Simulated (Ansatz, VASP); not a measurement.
One calculation of CdS, two programs

File INCAR:

```
SYSTEM = CdS
PREC = Accurate
ENCUT = 520
EDIFF = 1E-7
ISMEAR = 0
SIGMA = 0.02
LREAL = .FALSE.
LASPH = .TRUE.
NELM = 100
ALGO = Normal
ISIF = 2
LWAVE = .FALSE.
LCHARG = .TRUE.
GGA = PS
LELF = .TRUE.
LVHAR = .TRUE.
NBANDS = 26
```

The input KPOINTS:

```
Automatic mesh
0
G
  9 9 4
  0 0 0
```

File POSCAR:

```
CdS
1.0
    4.1246369402      0.0000000000      0.0000000000
   -2.0623184701      3.5720403716      0.0000000000
    0.0000000000      0.0000000000      6.7097113227
Cd S
2 2
Direct
    0.6666666667      0.3333333333      0.5001992796
    0.3333333333      0.6666666667      0.0001992796
    0.6666666667      0.3333333333      0.8768007204
    0.3333333333      0.6666666667      0.3768007204
```

Input for Ansatz:

```yaml
crystal:
  lattice:
    - [4.1246369402, 0.0, 0.0]
    - [-2.0623184701, 3.5720403716, 0.0]
    - [0.0, 0.0, 6.7097113227]
  atoms:
    - { symbol: Cd, position: [0.6666666667, 0.3333333333, 0.5001992796] }
    - { symbol: Cd, position: [0.3333333333, 0.6666666667, 0.0001992796] }
    - { symbol: S, position: [0.6666666667, 0.3333333333, 0.8768007204] }
    - { symbol: S, position: [0.3333333333, 0.6666666667, 0.3768007204] }
basis:
  ecutwfc: 600.0
kpoints:
  mp_grid: { grid: [9, 9, 4] }
hamiltonian:
  xc: pbesol
  pseudopotentials: { kind: paw, azcp: { folder: soft_1 } }
scf:
  occupations: { method: gaussian, width: 0.02 }
output:
  forces: true
  stress: true
  eigenvalues: true
```

Alike in both runs: task single point; functional PBEsol; k mesh 9 × 9 × 4; occupations gaussian, width 0.02 eV; no spin polarisation.

```csv
,VASP,Ansatz
version,VASP 6.6.1,Ansatz 0.2.0
potentials or method,"VASP PAW PBE potentials, release 64 (Cd, S), cutoff 520 eV","scalar-relativistic, plane waves, PAW"
valence electrons in the cell,36,52
```

Ansatz gave:

| Property | Result |
| --- | --- |
| gap on the k mesh at the Fermi level (eV) | 1.09 |
| least direct gap on the mesh (eV) | 1.09 |
| pressure (GPa) | 0.0 |

Task: Which values does VASP return?

Result: gap on the k mesh at the Fermi level (eV): 1.10; least direct gap on the mesh (eV): 1.10; pressure (GPa): 0.4.

VASP's potentials were made for PBE, not for PBEsol, and Ansatz warns of the same on its side. VASP's potentials hold 36 valence electrons a cell and Ansatz's 52, so a difference there can come from the potentials and not from the codes.
